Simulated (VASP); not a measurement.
The system is Ni.

```
Ni
1.0
     2.49175    0.00000    0.00000
     1.24588    2.15792    0.00000
     1.24588    0.71931    2.03451
Ni
1
Direct
  0.00000 0.00000 0.00000
```

```yaml
Program: VASP 6.6.1
Task: relaxation of cell and atoms
Functional: revPBE
Dispersion: D3(BJ)
Potentials_or_basis: VASP PAW PBE potentials, release 64 (Ni)
Cutoff: 600 eV
k_mesh: 14 × 14 × 14
Occupations: methfessel-paxton, width 0.1 eV
Spin: collinear spin, ferromagnetic start
Starting_moments: "[1.5] μB"
```

At the start: pressure -10.4 GPa; volume 10.94 Å³/atom.

Question: Where does the relaxation end?

Answer: Over 3 steps the energy falls by 20.3 meV/atom and the volume is 10.36 Å³/atom (-5.3 %); space group Fm-3m (No. 225, to 0.1 Å) before and after; moment 0.57 μB per cell.

Step by step:
| step | energy change (eV) | largest force (eV/Å) | pressure (GPa) | volume (Å³) |
| --- | --- | --- | --- | --- |
| 1 | 0.0000 | 0.0000 | -10.41 | 10.94 |
| 2 | -0.0017 | 0.0000 | 12.55 | 9.85 |
| 3 | -0.0203 | 0.0000 | -0.03 | 10.36 |

Final structure:
```
Ni
1.0
     2.44677    0.00000    0.00000
     1.22339    2.11897    0.00000
     1.22339    0.70632    1.99778
Ni
1
Direct
  0.00000 0.00000 0.00000
```

Caveat: the PAW data sets were made with another functional, which shifts forces and pressure a little.
